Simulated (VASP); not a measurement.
**TaTlO3: single point with LDA**

Crystal: TaTlO3.

```xyz
5
Lattice="4.0828 0.0000 0.0000 0.0000 4.0828 0.0000 0.0000 0.0000 4.0828" Properties=species:S:1:pos:R:3 pbc="T T T"
Ta    2.0414    2.0414    2.0414
Tl    0.0000    0.0000    0.0000
O     2.0414    2.0414   -0.6000
O     2.0414    0.0000    2.0414
O     0.0000    2.0414    2.0414
```

This cell differs from its parent crystal: atom 3 (O) moved by (+0.000, -0.600) A along [1 1 0] and z.

```
Program             : VASP 6.6.1
Task                : single point
Functional          : LDA
Potentials or basis : VASP PAW LDA potentials, release 64 (Ta_pv, Tl_d, O)
Cutoff              : 520 eV
k mesh              : 8 × 8 × 8
Occupations         : gaussian, width 0.05 eV
Spin                : no spin polarisation
```

```
Pressure               : 41.2 GPa
Largest force          : 36.804 eV/Å
Band gap on the k mesh : 1.20 eV
```

Forces in eV/Å, atoms in the order of the input:
```
Ta    0.000   0.000 -34.036
Tl    0.000   0.000   0.021
O     0.000   0.000  36.804
O     0.000   0.000  -1.394
O     0.000   0.000  -1.394
```

Stress tensor (GPa, compression positive):
```
 -0.75   0.00   0.00
  0.00  -0.75   0.00
  0.00   0.00 125.10
```

Levels at points of the mesh, in eV from the valence-band top:
```
           k point  band 17  band 18  band 19  band 20  band 21  band 22  band 23  band 24  band 25  band 26
(0.00, 0.00, 0.00)    -3.45    -3.40    -2.22    -1.99    -1.99     1.21     2.87     2.87     5.38     6.16
(0.50, 0.00, 0.00)    -3.86    -2.73    -2.43    -2.37    -0.75     2.33     3.34     3.62     4.90     6.24
(0.00, 0.00, 0.50)    -3.15    -2.30    -1.84    -1.84     0.00     1.20     2.79     4.84     4.84     5.43
(0.50, 0.50, 0.00)    -3.57    -2.40    -2.40    -1.12    -1.06     2.18     2.18     5.03     5.49     5.63
(0.00, 0.50, 0.50)    -3.42    -3.24    -3.15    -2.76    -0.90     3.73     4.64     4.91     5.25     5.33
(0.50, 0.50, 0.50)    -5.88    -3.74    -2.11    -2.11    -1.17     4.82     4.82     4.95     6.28     6.28
```

Wall time 110 s on 1 thread of Intel(R) Xeon(R) Platinum 8259CL CPU @ 2.50GHz (Skylake/Cascade Lake), with other jobs on the host, peak memory 0.25 GiB.

Caveat: the cell differs from its parent crystal (atom 3 (O) moved by (+0.000, -0.600) A along [1 1 0] and z); atoms lie so close that the PAW spheres overlap strongly, which falsifies energies and pressures; the stress differs along the axes, from -1 to 125 GPa; spin-orbit coupling is left out, which moves the levels of the heavy elements; forces of over 1 eV/Å act on the atoms, so gaps and moduli don't describe the material at rest. A k mesh can miss the band edges.
